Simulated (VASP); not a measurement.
Set up this calculation in VASP 6.6.1, as the native input.

- Task: relaxation of cell and atoms
- Functional: PBE
- Potentials or basis: VASP PAW PBE potentials, release 64 (Cu, Mo_sv)
- Cutoff: 600 eV
- k mesh: 8 × 8 × 8
- Occupations: gaussian, width 0.1 eV
- Spin: no spin polarisation
- Dipole correction: no
- Further INCAR settings: ALGO = Normal; EDIFF = 1e-06; IBRION = 2; EDIFFG = -0.01; NSW = 100; ISIF = 3

The structure of CuMo4 lies in POSCAR:

```
CuMo4
1.0
    4.4592079900      0.0000000000      0.0000000000
    0.0000000000      4.4592079900      0.0000000000
    0.0000000000      0.0000000000      4.4592079900
Cu Mo
1 4
Direct
    0.0000000000      0.0000000000      0.0000000000
    0.5000000000      0.0000000000      0.0000000000
    0.0000000000      0.5000000000      0.0000000000
    0.0000000000      0.0000000000      0.5000000000
    0.5000000000      0.5000000000      0.5000000000
```

One way to write it, as run:

INCAR

```
ALGO     = Normal         # electronic algorithm
EDIFF    = 1E-6           # SCF threshold, eV
EDIFFG   = -0.01          # ionic threshold
ENCUT    = 600            # plane-wave cutoff, eV
GGA      = PE             # functional
IBRION   = 2              # ionic algorithm
ISIF     = 3              # what is computed and relaxed
ISMEAR   = 0              # smearing method
LASPH    = True           # aspherical terms in the spheres
LCHARG   = False          # write CHGCAR
LREAL    = False          # projectors in reciprocal space
LWAVE    = False          # write WAVECAR
NELM     = 100            # most SCF steps
NSW      = 100            # ionic steps
PREC     = Accurate       # precision mode
SIGMA    = 0.1            # smearing width, eV
```

KPOINTS

```
k-points
0
Gamma
  8 8 8
```

Potentials or basis: VASP PAW PBE potentials, release 64 (Cu, Mo_sv).

The run is started by

```bash
$ cat potpaw_PBE.64/Cu/POTCAR potpaw_PBE.64/Mo_sv/POTCAR > POTCAR
$ mpirun -np 1 vasp_std > vasp.out
```

It gave:

```yaml
Pressure_after_relaxing: 0.1 GPa
```

Caveat: the relaxation stopped at its first step, so nothing moved.

Wall time 80 s on 1 thread of Intel(R) Xeon(R) Platinum 8488C (Sapphire Rapids) (shared host), peak memory 0.29 GiB.
